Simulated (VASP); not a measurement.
BiAs:

```
CELL_PARAMETERS angstrom
4.08414 0.00000 0.00000
-2.04207 3.53697 0.00000
0.00000 0.00000 8.62691
ATOMIC_POSITIONS crystal
Bi 0.00000 0.00000 0.71205
Bi 0.00000 0.00000 0.28795
As 0.33333 0.66667 0.88491
As 0.66667 0.33333 0.11509
```

```yaml
Program: VASP 6.6.1
Task: relaxation of cell and atoms
Functional: PBE
Dispersion: D3(BJ)
Potentials_or_basis: VASP PAW PBE potentials, release 64 (Bi_d, As)
Cutoff: 600 eV
k_mesh: 12 × 12 × 4
Occupations: gaussian, width 0.02 eV
Spin: no spin polarisation
```

At the start: pressure -0.1 GPa; volume 31.15 Å³/atom.

Question: How do energy, volume and symmetry change on relaxing?

Answer: Over 7 steps the energy falls by 2.5 meV/atom and the volume is 30.64 Å³/atom (-1.6 %); space group P-3m1 (No. 164, to 0.1 Å) before and after.

The path:
```tsv
step	energy change (eV)	largest force (eV/Å)	pressure (GPa)	volume (Å³)
1	0.0000	0.2135	-0.12	124.62
2	-0.0061	0.1110	-0.24	124.20
3	-0.0081	0.0610	-0.35	123.77
4	-0.0088	0.0552	0.29	122.10
5	-0.0093	0.0370	0.02	122.76
6	-0.0096	0.0297	0.02	122.71
7	-0.0100	0.0089	0.00	122.58
```

Final structure:
```cif
data_structure
_symmetry_space_group_name_H-M 'P 1'
_symmetry_Int_Tables_number 1
_cell_length_a 4.0558
_cell_length_b 4.0558
_cell_length_c 8.6046
_cell_angle_alpha 90.000
_cell_angle_beta 90.000
_cell_angle_gamma 120.000
_cell_volume 122.58
loop_
_atom_site_label
_atom_site_type_symbol
_atom_site_fract_x
_atom_site_fract_y
_atom_site_fract_z
_atom_site_occupancy
Bi1 Bi 0.00000 0.00000 0.71093 1
Bi2 Bi 0.00000 0.00000 0.28907 1
As1 As 0.33333 0.66667 0.88880 1
As2 As 0.66667 0.33333 0.11120 1
```
